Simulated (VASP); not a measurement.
# Yb (P6_3/mmc) in VASP: a series of runs

Aim: see how the results for Yb move with the level of theory and the settings. Levels: PBEsol+D3(BJ), PBEsol+D4, PBEsol. Tasks: single point.

Program: VASP 6.6.1. These are calculated values, not measurements. Logs are shortened: lines on timing, memory, paths and dates and some standing lists are left out, and cuts for length are marked.

## 1. The cell of the first run

It takes space group P6_3/mmc (No. 194, hexagonal). Conventional cell: a = 3.462 Å, b = 3.462 Å, c = 5.675 Å, α = 90.00°, β = 90.00°, γ = 120.00°. Within 4.6 Å of Yb (site symmetry -6m2) lie 12 Yb at 3.46 to 3.47 Å.

This isn't the form of Yb at room conditions, which is fcc.

## 2. Single point, PBEsol+D3(BJ), collinear spin, ferromagnetic start

INCAR reads:

```
  PREC = Accurate
  ENCUT = 520
  EDIFF = 1E-7
  ISMEAR = -1
  SIGMA = 0.05
  LREAL = F
  LASPH = T
  NELM = 150
  ALGO = Normal
  ISIF = 2
  LWAVE = F
  LCHARG = F
  ISPIN = 2
  MAGMOM = 1 1
  LORBIT = 11
  LMAXMIX = 6
  GGA = PS
  IVDW = 12
  NBANDS = 35
```

KPOINTS reads:

```
Automatic mesh
0
Gamma
  8 8 4
```

POSCAR reads:

```
Yb
1.0
    3.4622935985      0.0000000000      0.0000000000
   -1.7311467993      2.9984342117      0.0000000000
    0.0000000000      0.0000000000      5.6745588616
Yb
2
Direct
    0.6666666667      0.3333333333      0.7500000000
    0.3333333333      0.6666666667      0.2500000000
```

Potentials or basis: VASP PAW PBE potentials, release 64 (Yb).

Run with:

```sh
> cat potpaw_PBE.64/Yb/POTCAR > POTCAR
> mpirun -np 1 vasp_std > vasp.out
```

OUTCAR:

```text
PREC = Accurate
   ENCUT = 520
   EDIFF = 1E-7
   ISMEAR = -1
   LREAL = F
   LASPH = T
   NELM = 150
   ISIF = 2
   ISPIN = 2
   LORBIT = 11
   GGA = PS
   IVDW = 12
 IVDW          = 12

 ion  position               nearest neighbor table
   1  0.667  0.333  0.750-   2 3.47   2 3.47   2 3.47   2 3.47   2 3.47   2 3.47
   2  0.333  0.667  0.250-   1 3.47   1 3.47   1 3.47   1 3.47   1 3.47   1 3.47

  LATTYP: Found a hexagonal cell.
 ALAT       =     3.4622935985
 C/A-ratio  =     1.6389594643

  Lattice vectors:

 A1 = (   3.4622935985,   0.0000000000,   0.0000000000)
 A2 = (  -1.7311467993,   2.9984342117,   0.0000000000)
 A3 = (   0.0000000000,   0.0000000000,   5.6745588616)

Analysis of symmetry for initial positions (statically):
=====================================================================
 Subroutine PRICEL returns:
 Original cell was already a primitive cell.

 Routine SETGRP: Setting up the symmetry group for a
 hexagonal supercell.

 Subroutine GETGRP returns: Found 24 space group operations
 (whereof 12 operations were pure point group operations)
 out of a pool of 24 trial point group operations.

The static configuration has the point symmetry D_3d.
 The point group associated with its full space group is D_6h.

Analysis of symmetry for dynamics (positions and initial velocities):
=====================================================================
 Subroutine PRICEL returns:
 Original cell was already a primitive cell.

 Routine SETGRP: Setting up the symmetry group for a
 hexagonal supercell.

 Subroutine GETGRP returns: Found 24 space group operations
 (whereof 12 operations were pure point group operations)
 out of a pool of 24 trial point group operations.

The dynamic configuration has the point symmetry D_3d.
 The point group associated with its full space group is D_6h.

Analysis of structural, dynamic, and magnetic symmetry:
=====================================================================
 Subroutine PRICEL returns:
 Original cell was already a primitive cell.

 Routine SETGRP: Setting up the symmetry group for a
 hexagonal supercell.

 Subroutine GETGRP returns: Found 24 space group operations
 (whereof 12 operations were pure point group operations)
 out of a pool of 24 trial point group operations.

The overall configuration has the point symmetry D_3d.
 The point group associated with its full space group is D_6h.

 Subroutine INISYM returns: Found 24 space group operations
 (whereof 12 operations are pure point group operations),
 and found     1 'primitive' translations
[... 119 lines left out ...]
   LORBIT       =     11    0 simple, 1 ext, 2 COOP (PROOUT), +10 PAW based schemes
   GGA     = PS    functional components
   LHFCALC =     F    Hartree Fock is set to
   AEXX    =    0.0000 exact exchange contribution
   IVDW    =    12    specifies the selected vdW correction
   LEPSILON=     F    determine dielectric tensor
   LRPA    =     F    only Hartree local field effects (RPA)
 spin polarized calculation
  energy-cutoff  :      520.00
  volume of cell :       58.91
 maximum number of plane-waves:      1617
 NGX is ok and might be reduce to    28
   NGX = 13   NGY = 13   NGZ = 21

 number of electron      48.0000005 magnetization       0.0000962

 number of electron      48.0000005 magnetization      -0.0000316

 Free energy of the ion-electron system (eV)
  ---------------------------------------------------
  ext. energy  EPLUGINS =         0.00000000
  ---------------------------------------------------
  free energy    TOTEN  =        -7.82919457 eV

  energy without entropy =       -7.80181481  energy(sigma->0) =       -7.81550469

 E-fermi :   2.0306     XC(G=0): -10.4996

 val. band max:        1.9748901788   @ k =   0.3750   0.2500   0.2500
 cond. band min:       2.0655907309   @ k =   0.2500   0.2500   0.0000
 fundamental gap:      0.0907005521
 Fermi energy:         2.0306439912

 spin component 1

 k-point     1 :       0.0000    0.0000    0.0000
  band No.  band energies     occupation
      1     -49.5168      1.00000
      2     -49.4760      1.00000
      3     -22.1713      1.00000
      4     -21.6109      1.00000
      5     -21.6109      1.00000
      6     -21.5272      1.00000
[... 901 lines left out ...]
     34       9.1099      0.00000
     35      12.0279      0.00000

 [... further k-points ...]

 spin component 2

 k-point     1 :       0.0000    0.0000    0.0000
  band No.  band energies     occupation
      1     -49.5169      1.00000
      2     -49.4760      1.00000
      3     -22.1713      1.00000
      4     -21.6109      1.00000
      5     -21.6109      1.00000
      6     -21.5272      1.00000
[... 901 lines left out ...]
     34       9.1099      0.00000
     35      12.0279      0.00000

 [... further k-points ...]

------------------------ aborting loop because EDIFF is reached ----------------------------------------

 Edisp (eV)   -0.87574

 E8    (eV) :    -0.6664

  FORCE on cell =-STRESS in cart. coord.  units (eV):
  Direction    XX          YY          ZZ          XY          YZ          ZX
  --------------------------------------------------------------------------------------
  -------------------------------------------------------------------------------------
  Total      -0.59251    -0.59251    -0.60609     0.00000     0.00000     0.00000
  in kB     -16.11450   -16.11450   -16.48369     0.00000     0.00000     0.00000
  external pressure =      -16.24 kB  Pullay stress =        0.00 kB

 VOLUME and BASIS-vectors are now :
 -----------------------------------------------------------------------------
  energy-cutoff  :      520.00
  volume of cell :       58.91
      direct lattice vectors                 reciprocal lattice vectors
     3.462293599  0.000000000  0.000000000     0.288825881  0.166753700  0.000000000
    -1.731146799  2.998434212  0.000000000     0.000000000  0.333507401  0.000000000
     0.000000000  0.000000000  5.674558862     0.000000000  0.000000000  0.176225152

 POSITION                                       TOTAL-FORCE (eV/Angst)
 -----------------------------------------------------------------------------------
      1.73115      0.99948      4.25592        -0.000000     -0.000000      0.000000
     -0.00000      1.99896      1.41864         0.000000      0.000000      0.000000
 -----------------------------------------------------------------------------------
    total drift:                                0.000000     -0.000000      0.000000

  FREE ENERGIE OF THE ION-ELECTRON SYSTEM (eV)
  ---------------------------------------------------
  free  energy   TOTEN  =        -8.7049377702 eV

  energy  without entropy=       -8.6775580116  energy(sigma->0) =       -8.69124789

 total charge

# of ion       s       p       d       f       tot
--------------------------------------------------
    1        2.248   5.992   0.393  13.554  22.188
    2        2.248   5.992   0.393  13.554  22.188
--------------------------------------------------
tot          4.497  11.985   0.785  27.109  44.376

 magnetization (x)

# of ion       s       p       d       f       tot
--------------------------------------------------
    1       -0.000   0.000   0.000  -0.000  -0.000
    2       -0.000   0.000   0.000  -0.000  -0.000
--------------------------------------------------
tot         -0.000   0.000   0.000  -0.000  -0.000
```

stdout:

```text
POSCAR found type information on POSCAR Yb
 POSCAR found :  1 types and       2 ions
 scaLAPACK will be used
 -----------------------------------------------------------------------------
|                                                                             |
|                                                                             |
|     You enforced a specific xc type in the INCAR file but a different       |
|     I HOPE YOU KNOW WHAT YOU ARE DOING!                                     |
|                                                                             |
 -----------------------------------------------------------------------------

 LDA part: xc-table for (Slater+PW92), standard interpolation
 POSCAR, INCAR and KPOINTS ok, starting setup
 FFT: planning ... GRIDC
 FFT: planning ... GRID_SOFT
 FFT: planning ... GRID
 WAVECAR not read
 entering main loop
```

Wall time 2.3 min (1 thread of Intel Xeon 6975P-C (Granite Rapids), shared host); peak memory 0.27 GiB.

What came out:

```
Free energy                                           : -8.7049 eV
Pressure                                              : -1.6 GPa
Band gap on the k mesh                                : zero (filled and empty bands overlap)
Net moment                                            : 0.00 μB per cell
Valence electrons inside the program's atomic spheres : Yb 22.19
Dispersion energy per atom                            : -0.438 eV
```

Caveat: three body term missing; the PAW data sets were made with another functional, which shifts forces and pressure a little; spin-orbit coupling is left out, which moves the levels of the heavy elements.

## 3. Single point, PBEsol+D4, collinear spin, ferromagnetic start

This run uses another cell than the first one, of 31.23 Å³/atom.

INCAR reads:

```
SYSTEM = Yb
PREC = Accurate
ENCUT = 520
EDIFF = 1E-6
ISMEAR = -1
SIGMA = 0.05
LREAL = .FALSE.
LASPH = .TRUE.
NELM = 150
ALGO = Normal
ISIF = 2
LWAVE = .FALSE.
LCHARG = .FALSE.
ISPIN = 2
MAGMOM = 1 1
LORBIT = 11
LMAXMIX = 6
GGA = PS
IVDW = 13
NBANDS = 35
```

KPOINTS reads:

```
regular mesh
0
G
  8 8 4
  0 0 0
```

POSCAR reads:

```
Yb
1.0
    3.5321043113      0.0000000000      0.0000000000
   -1.7660521557      3.0588920624      0.0000000000
    0.0000000000      0.0000000000      5.7806068886
Yb
2
Direct
    0.6666666667      0.3333333333      0.7500000000
    0.3333333333      0.6666666667      0.2500000000
```

Potentials or basis: VASP PAW PBE potentials, release 64 (Yb).

Run with:

```sh
> cat potpaw_PBE.64/Yb/POTCAR > POTCAR
> mpirun -np 1 vasp_std > vasp.out
```

It took 8.3 min on 1 thread of Intel Xeon 6975P-C (Granite Rapids), shared host; peak memory 0.29 GiB.

The run converged. Its results:

```
Free energy                                           : -8.1165 eV
Pressure                                              : 1.8 GPa
Band gap on the k mesh                                : zero (filled and empty bands overlap)
Net moment                                            : 0.00 μB per cell
Valence electrons inside the program's atomic spheres : Yb 22.15
Dispersion energy per atom                            : -0.130 eV
```

Levels at points of the mesh, in eV from the Fermi level:
Spin up:
| k point | band 21 | band 22 | band 23 | band 24 | band 25 | band 26 | band 27 | band 28 |
| --- | --- | --- | --- | --- | --- | --- | --- | --- |
| (0.00, 0.00, 0.00) | -0.31 | -0.31 | -0.28 | -0.28 | 0.79 | 2.96 | 2.98 | 2.98 |
| (0.50, 0.00, 0.00) | -0.33 | -0.32 | -0.30 | -0.28 | -0.14 | 0.33 | 1.99 | 2.78 |
| (0.00, 0.00, 0.50) | -0.30 | -0.30 | -0.28 | -0.28 | 1.65 | 1.65 | 2.96 | 2.96 |
| (0.50, 0.00, 0.50) | -0.32 | -0.32 | -0.31 | -0.31 | 0.64 | 0.64 | 1.89 | 1.89 |
Spin down:
| k point | band 20 | band 21 | band 22 | band 23 | band 24 | band 25 | band 26 | band 27 | band 28 | band 29 |
| --- | --- | --- | --- | --- | --- | --- | --- | --- | --- | --- |
| (0.00, 0.00, 0.00) | -0.36 | -0.31 | -0.31 | -0.28 | -0.28 | 0.79 | 2.96 | 2.99 | 2.99 | 3.66 |
| (0.50, 0.00, 0.00) | -0.33 | -0.33 | -0.32 | -0.30 | -0.28 | -0.14 | 0.34 | 1.99 | 2.78 | 2.79 |
| (0.00, 0.00, 0.50) | -0.30 | -0.30 | -0.30 | -0.28 | -0.28 | 1.65 | 1.65 | 2.96 | 2.96 | 2.96 |
| (0.50, 0.00, 0.50) | -0.36 | -0.32 | -0.32 | -0.31 | -0.31 | 0.64 | 0.64 | 1.89 | 1.89 | 4.23 |

Caveat: the PAW data sets were made with another functional, which shifts forces and pressure a little; spin-orbit coupling is left out, which moves the levels of the heavy elements. The state reached can hang on the start; a lower one may exist.

## 4. Single point, PBEsol, collinear spin, ferromagnetic start

This run uses another cell than the first one, of 32.17 Å³/atom.

INCAR reads:

```
SYSTEM = Yb
ALGO = Normal
EDIFF = 1E-6
ENCUT = 520
GGA = PS
ISIF = 2
ISMEAR = -1
ISPIN = 2
LASPH = .TRUE.
LCHARG = .TRUE.
LELF = .TRUE.
LMAXMIX = 6
LORBIT = 11
LREAL = .FALSE.
LVHAR = .TRUE.
LWAVE = .FALSE.
MAGMOM = 1 1
NBANDS = 35
NELM = 150
PREC = Accurate
SIGMA = 0.05
```

KPOINTS reads:

```
k-points
0
G
  8 8 4
  0 0 0
```

POSCAR reads:

```
Yb
1.0
    3.5678296684      0.0000000000      0.0000000000
   -1.7839148342      3.0898311292      0.0000000000
    0.0000000000      0.0000000000      5.8365011202
Yb
2
Direct
    0.6666666667      0.3333333333      0.7500000000
    0.3333333333      0.6666666667      0.2500000000
```

Run with:

```sh
> cat potpaw_PBE.64/Yb/POTCAR > POTCAR
> mpirun -np 1 vasp_std > vasp.out
```

Run time: 9.1 min. Hardware: 1 thread of Intel Xeon 6975P-C (Granite Rapids), shared host; peak memory 0.29 GiB.

It converged, with:

```yaml
Free_energy: -7.8583 eV
Pressure: 0.4 GPa
Band_gap_on_the_k_mesh: zero (filled and empty bands overlap)
Net_moment: 0.00 μB per cell
Valence_electrons_inside_the_program's_atomic_spheres: Yb 22.14
```

Levels at points of the mesh, in eV from the Fermi level:
Spin up:
| k point | band 20 | band 21 | band 22 | band 23 | band 24 | band 25 | band 26 | band 27 | band 28 | band 29 |
| --- | --- | --- | --- | --- | --- | --- | --- | --- | --- | --- |
| (0.00, 0.00, 0.00) | -0.36 | -0.31 | -0.31 | -0.28 | -0.28 | 0.69 | 2.93 | 2.95 | 2.95 | 3.60 |
| (0.50, 0.00, 0.00) | -0.33 | -0.32 | -0.32 | -0.30 | -0.28 | -0.12 | 0.29 | 1.94 | 2.71 | 2.76 |
| (0.00, 0.00, 0.50) | -0.30 | -0.30 | -0.30 | -0.28 | -0.28 | 1.63 | 1.63 | 2.92 | 2.92 | 2.92 |
| (0.50, 0.00, 0.50) | -0.35 | -0.31 | -0.31 | -0.31 | -0.31 | 0.61 | 0.61 | 1.83 | 1.83 | 4.15 |
Spin down:
```tsv
k point	band 21	band 22	band 23	band 24	band 25	band 26	band 27	band 28
(0.00, 0.00, 0.00)	-0.31	-0.31	-0.28	-0.28	0.69	2.93	2.95	2.95
(0.50, 0.00, 0.00)	-0.32	-0.32	-0.30	-0.28	-0.12	0.29	1.93	2.71
(0.00, 0.00, 0.50)	-0.30	-0.30	-0.28	-0.28	1.63	1.63	2.92	2.92
(0.50, 0.00, 0.50)	-0.31	-0.31	-0.31	-0.31	0.61	0.61	1.83	1.83
```

Caveat: the PAW data sets were made with another functional, which shifts forces and pressure a little; spin-orbit coupling is left out, which moves the levels of the heavy elements.

## 5. The runs side by side

```csv
level,cell,gap on the mesh (eV),pressure (GPa),moment (μB)
PBEsol+D3(BJ),"a = 3.462, b = 3.462, c = 5.675 Å, angles 90.0, 90.0, 120.0°, 2 atoms",none,-1.6,0.00
PBEsol+D4,"a = 3.532, b = 3.532, c = 5.781 Å, angles 90.0, 90.0, 120.0°, 2 atoms",none,1.8,0.00
PBEsol,"a = 3.568, b = 3.568, c = 5.837 Å, angles 90.0, 90.0, 120.0°, 2 atoms",none,0.4,0.00
```

Alike in all rows: task single point; potentials or basis VASP PAW PBE potentials, release 64 (Yb); spin collinear, ferromagnetic start; k mesh 8 × 8 × 4; cutoff (eV) 520; smearing fermi-dirac 0.05 eV.

Caveats: the PAW data sets were made with another functional, which shifts forces and pressure a little; spin-orbit coupling is left out, which moves the levels of the heavy elements; three body term missing (at least some runs).

Absolute energies hang on the potentials; compare differences alone.

The gap in the log of VASP goes by the Fermi energy; the results here count the filled bands.